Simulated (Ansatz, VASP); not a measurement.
# Two plane-wave programs on MoS

Contents of POSCAR:

```
MoS
1.0
    3.3928908462      0.0000000000      0.0000000000
    0.0000000000      3.3928908462      0.0000000000
    0.0000000000      0.0000000000      3.3928908462
Mo S
1 1
Direct
    0.0000000000      0.0000000000      0.0000000000
    0.5000000000      0.5000000000      0.5000000000
```

Contents of INCAR.step1:

```
PREC     = Accurate       # precision mode
ENCUT    = 520            # plane-wave cutoff, eV
ISMEAR   = 0              # smearing method
SIGMA    = 0.1            # smearing width, eV
LREAL    = False          # projectors in reciprocal space
LASPH    = True           # aspherical terms in the spheres
NELM     = 150            # most SCF steps
ISPIN    = 2              # spin polarisation
MAGMOM   = 0.5 0          # initial moments
LMAXMIX  = 4              # l up to which the mixer works
LDAU     = True           # DFT+U
LDAUTYPE = 2            
LDAUL    = 2 -1           # shell
LDAUU    = 4.38 0         # U, eV
LDAUJ    = 0 0          
NBANDS   = 21             # bands
GGA      = PE             # functional
ALGO     = Normal         # electronic algorithm
EDIFF    = 1E-4           # SCF threshold, eV
LWAVE    = True           # write WAVECAR
LCHARG   = False          # write CHGCAR
```

INCAR.step2

```
PREC     = Accurate       # precision mode
ENCUT    = 520            # plane-wave cutoff, eV
EDIFF    = 1E-6           # SCF threshold, eV
ISMEAR   = 0              # smearing method
SIGMA    = 0.1            # smearing width, eV
LREAL    = False          # projectors in reciprocal space
LASPH    = True           # aspherical terms in the spheres
NELM     = 150            # most SCF steps
ALGO     = Normal         # electronic algorithm
ISIF     = 2              # what is computed and relaxed
LWAVE    = False          # write WAVECAR
LCHARG   = False          # write CHGCAR
ISPIN    = 2              # spin polarisation
MAGMOM   = 0.5 0          # initial moments
LORBIT   = 11             # projections on sites
LMAXMIX  = 4              # l up to which the mixer works
LDAU     = True           # DFT+U
LDAUTYPE = 2            
LDAUL    = 2 -1           # shell
LDAUU    = 4.38 0         # U, eV
LDAUJ    = 0 0          
LDAUPRINT= 1            
METAGGA  = R2SCAN         # meta-GGA
LMIXTAU  = True         
NBANDS   = 21             # bands
ISTART   = 1
```

File KPOINTS:

```
regular mesh
0
Gamma
  12 12 12
```

Input for Ansatz:

```yaml
crystal:
  lattice:
    - [3.3928908462, 0.0, 0.0]
    - [0.0, 3.3928908462, 0.0]
    - [0.0, 0.0, 3.3928908462]
  atoms:
    - { symbol: Mo, position: [0.0, 0.0, 0.0], spin: 0.5 }
    - { symbol: S, position: [0.5, 0.5, 0.5] }
basis:
  ecutwfc: 500
kpoints:
  mp_grid: { grid: [12, 12, 12] }
hamiltonian:
  xc: r2scan
  hubbard: { sites: [{ species: Mo, l: d, u_eff: 4.38 }] }
scf:
  occupations: { method: gaussian, width: 0.1 }
output:
  forces: true
  stress: true
  eigenvalues: true
  populations: true
  write_density: true
  write_potential: true
  elf: true
  volumetric_format: npy
magnetization:
  spin_polarized: true
```

Alike in both runs: task single point; functional r2SCAN; k mesh 12 × 12 × 12; occupations gaussian, width 0.1 eV; collinear spin; Hubbard terms Mo d U = 4.38 eV.

|  | VASP | Ansatz |
| --- | --- | --- |
| version | VASP 6.6.1 | Ansatz 0.2.0 |
| potentials or method | VASP PAW PBE potentials, release 64 (Mo_sv, S), cutoff 520 eV | scalar-relativistic, plane waves, PAW |
| valence electrons in the cell | 20 | 20 |

|  | VASP | Ansatz | Ansatz less VASP |
| --- | --- | --- | --- |
| gap on the k mesh at the Fermi level (eV) | none | none | - |
| pressure (GPa) | -2.8 | 0.0 | +2.82 |
| net moment per atom (μB) | 2.00 | 2.00 | 0.000 |
| size of the moment on the site where the two differ most (μB) | 3.77 | 3.63 | -0.143 |

VASP's potentials were made for PBE, not for r2SCAN. Site moments also hang on the region over which each program counts them. The programs project onto different local orbitals, so the same U acts differently, and such runs can settle in different states. A gap of «none» marks a metal or a gap that the smearing closes. Ansatz's warnings: filled band counts differ across k points, stability check not made.
